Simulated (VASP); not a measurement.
Set up this calculation in VASP 6.6.1, as the native input.

| Quantity | Value |
| --- | --- |
| Task | single point |
| Functional | PBE |
| Potentials or basis | VASP PAW PBE potentials, release 64 (Cu, O) |
| Cutoff | 520 eV |
| k mesh | 4 × 4 × 3 |
| Occupations | gaussian, width 0.05 eV |
| Spin | collinear spin |
| Starting moments | [1.0, 1.0, -1.0, -1.0, 0.0, 0.0, 0.0, 0.0] μB |
| Hubbard terms | Cu d U = 4.0 eV |
| Dipole correction | no |
| Further INCAR settings | ALGO = Normal; EDIFF = 1e-07; NBANDS = 48 |

The structure of CuO lies in POSCAR:

```
CuO
1.0
    4.1744183809      0.0000000000      0.3305692766
    0.0000000000      4.1521210885      0.0000000000
   -0.4124906359      0.0000000000      5.2015957572
Cu O
4 4
Direct
    0.2500000000      0.2500000000      0.0000000000
    0.2500000000     -0.2500000000      0.5000000000
    0.7500000000      0.7500000000      0.0000000000
    0.7500000000      0.2500000000      0.5000000000
    0.5000000000     -0.0000352668      0.2500000000
    0.5000000000      0.0000352668      0.7500000000
    1.0000000000      0.4999647332      0.2500000000
    1.0000000000      0.5000352668      0.7500000000
```

One way to write it, as run:

INCAR

```
SYSTEM = CuO
ALGO     = Normal         ! electronic algorithm
EDIFF    = 1E-7           ! SCF threshold, eV
ENCUT    = 520            ! plane-wave cutoff, eV
GGA      = PE             ! functional
ISIF     = 2              ! what is computed and relaxed
ISMEAR   = 0              ! smearing method
ISPIN    = 2              ! spin polarisation
LASPH    = .TRUE.         ! aspherical terms in the spheres
LCHARG   = .FALSE.        ! write CHGCAR
LDAU     = .TRUE.         ! DFT+U
LDAUJ    = 0 0          
LDAUL    = 2 -1           ! shell
LDAUPRINT= 1            
LDAUTYPE = 2            
LDAUU    = 4 0            ! U, eV
LMAXMIX  = 4              ! l up to which the mixer works
LORBIT   = 11             ! projections on sites
LREAL    = .FALSE.        ! projectors in reciprocal space
LWAVE    = .FALSE.        ! write WAVECAR
MAGMOM   = 1 1 -1 -1 0 0 0 0 ! initial moments
NBANDS   = 48             ! bands
NELM     = 150            ! most SCF steps
PREC     = Accurate       ! precision mode
SIGMA    = 0.05           ! smearing width, eV
```

KPOINTS

```
k-points
0
G
  4 4 3
  0 0 0
```

Potentials or basis: VASP PAW PBE potentials, release 64 (Cu, O).

The run is started by

```bash
$ cat potpaw_PBE.64/Cu/POTCAR potpaw_PBE.64/O/POTCAR > POTCAR
$ mpirun -np 1 vasp_std > vasp.out
```

Results of the run:

* Pressure: -2.8 GPa
* Band gap on the k mesh: 0.30 eV
* Net moment: 0.00 μB per cell
* Site moments: Cu +0.60, -0.60 (each value once); O +0.00 μB
* Valence electrons inside the program's atomic spheres: Cu 9.89; O 4.97

Caveat: semilocal functionals underestimate gaps, and a narrow one can read as zero.

It took 5.5 min on 1 thread of Intel(R) Xeon(R) Platinum 8259CL CPU @ 2.50GHz (Skylake/Cascade Lake) (shared host), peak memory 0.3 GiB.
